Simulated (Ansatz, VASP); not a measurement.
**Cs: VASP beside Ansatz**

File INCAR:

```
PREC = Accurate
ENCUT = 520
EDIFF = 1E-6
ISMEAR = 0
SIGMA = 0.15
LREAL = F
LASPH = T
NELM = 80
ALGO = Fast
ISIF = 2
LWAVE = F
LCHARG = F
GGA = CA
NBANDS = 10
```

KPOINTS

```
regular mesh
0
Gamma
  12 12 12
```

File POSCAR:

```
Cs
1.0
   -3.0225000000      3.0225000000      3.2643000000
    3.0225000000     -3.0225000000      3.2643000000
    3.0225000000      3.0225000000     -3.2643000000
Cs
1
Direct
    0.0000000000      0.0000000000      0.0000000000
```

Input for Ansatz:

```yaml
crystal:
  lattice:
    - [-3.0225, 3.0225, 3.2643]
    - [3.0225, -3.0225, 3.2643]
    - [3.0225, 3.0225, -3.2643]
  atoms:
    - { symbol: Cs, position: [0.0, 0.0, 0.0] }
basis:
  ecutwfc: 420
kpoints:
  mp_grid: { grid: [12, 12, 12] }
hamiltonian:
  xc: lda
scf:
  occupations: { method: gaussian, width: 0.15 }
output:
  forces: true
  stress: true
  eigenvalues: true
```

Change from the starting cell: strain +0.000 along x and y, +0.080 along z, atoms carried along.

Alike in both runs: task single point; functional LDA; k mesh 12 × 12 × 12; occupations gaussian, width 0.15 eV; no spin polarisation.

|  | VASP | Ansatz |
| --- | --- | --- |
| version | VASP 6.6.1 | Ansatz 0.2.0 |
| potentials or method | VASP PAW LDA potentials, release 64 (Cs_sv), cutoff 520 eV | scalar-relativistic, plane waves, PAW |
| valence electrons in the cell | 9 | 9 |

|  | VASP | Ansatz | Ansatz less VASP |
| --- | --- | --- | --- |
| gap on the k mesh at the Fermi level (eV) | none | none | - |
| pressure (GPa) | -0.4 | -0.4 | +0.01 |

LDA's correlation is that of Perdew and Zunger in VASP and of Perdew and Wang (1992) in Ansatz. A gap of «none» marks a metal or a gap that the smearing closes.

Neither program's run includes spin-orbit coupling.
